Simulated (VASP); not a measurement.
Wanted: the native input for a VASP 6.6.1 run.

| Quantity | Value |
| --- | --- |
| Task | relaxation of cell and atoms |
| Functional | PBE |
| Potentials or basis | VASP PAW PBE potentials, release 64 (Li_sv, La, Cd, As) |
| Cutoff | 600 eV |
| k mesh | 6 × 6 × 4 |
| Occupations | gaussian, width 0.02 eV |
| Spin | no spin polarisation |
| Dipole correction | no |
| Further INCAR settings | ALGO = Normal; EDIFF = 1e-06; IBRION = 2; EDIFFG = -0.01; NSW = 100; ISIF = 3 |

The structure of LiLaCdAs2 lies in POSCAR:

```
LiLaCdAs2
1.0
    4.4335826818      0.0000000000      0.0000000000
   -2.2167913409      3.8395952322      0.0000000000
    0.0000000000      0.0000000000      7.1386808571
Li La Cd As
1 1 1 2
Direct
    0.6666666667      0.3333333333      0.3667655607
    0.0000000000      0.0000000000      0.0097176301
    0.3333333333      0.6666666667      0.6182119456
    0.3333333333      0.6666666667      0.2427799414
    0.6666666667      0.3333333333      0.7625259122
```

The cell was built from a structure type or drawn by symmetry, and may not be a known phase.

The input as run:

INCAR

```
SYSTEM = LiLaCdAs2
ALGO = Normal ; EDIFF = 1E-6
EDIFFG = -0.01 ; ENCUT = 600
GGA = PE ; IBRION = 2
ISIF = 3 ; ISMEAR = 0
LASPH = .True. ; LCHARG = .False.
LREAL = .False. ; LWAVE = .False.
NELM = 80 ; NSW = 100
PREC = Accurate ; SIGMA = 0.02
```

KPOINTS

```
k-points
0
Gamma
  6 6 4
  0 0 0
```

Potentials or basis: VASP PAW PBE potentials, release 64 (Li_sv, La, Cd, As).

Command:

```bash
$ cat potpaw_PBE.64/Li_sv/POTCAR potpaw_PBE.64/La/POTCAR potpaw_PBE.64/Cd/POTCAR potpaw_PBE.64/As/POTCAR > POTCAR
$ mpirun -np 1 vasp_std > vasp.out
```

Results of the run:

| Quantity | Value |
| --- | --- |
| Relaxed volume | 24.33 Å³/atom |
| Relaxed cell | a = 4.432 Å, b = 4.432 Å, c = 7.151 Å, α = 90.00°, β = 90.00°, γ = 120.00° |
| Space group after relaxing (to 0.1 Å) | P3m1 (No. 156) |
| Energy gained by relaxing | 0.1 meV/atom |
| Ionic steps | 10 |
| Pressure after relaxing | 0.0 GPa |
| Largest force after relaxing | 0.008 eV/Å |
| Band gap on the k mesh | 0.91 eV (least direct gap 0.93 eV) |

Caveat: the cutoff is under 1.25 times the usual one of these potentials, so pressure, stress and relaxed cells hold a basis-set (Pulay) error; spin-orbit coupling is left out, which moves the levels of the heavy elements.

Wall time 8.8 min on 1 thread of Intel Xeon 8259CL (shared host), peak memory 0.37 GiB.
